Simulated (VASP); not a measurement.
A run of VASP 6.6.1 is set up as follows.

File INCAR:

```
  PREC = Accurate
  ENCUT = 520
  EDIFF = 1E-6
  ISMEAR = -1
  SIGMA = 0.05
  LREAL = False
  LASPH = True
  NELM = 150
  ALGO = Normal
  ISIF = 2
  LWAVE = False
  LCHARG = True
  ISPIN = 2
  MAGMOM = 2
  LORBIT = 11
  LMAXMIX = 4
  GGA = PE
  LELF = True
  LVHAR = True
  NBANDS = 16
```

The input KPOINTS:

```
regular mesh
0
Gamma
  12 12 12
```

File POSCAR:

```
V
1.0
    0.0000000000      1.9199370702      1.9199370702
    1.9199370702      0.0000000000      1.9199370702
    1.9199370702      1.9199370702      0.0000000000
V
1
Direct
    0.0000000000      0.0000000000      0.0000000000
```

Potentials or basis: VASP PAW PBE potentials, release 64 (V_sv).

Command:

```console
$ cat potpaw_PBE.64/V_sv/POTCAR > POTCAR
$ mpirun -np 1 vasp_std > vasp.out
```

Question: Predict the pressure.

Answer: -3.0 GPa.

Question: What does it give for the net moment?

Answer: 0.00 μB per cell.
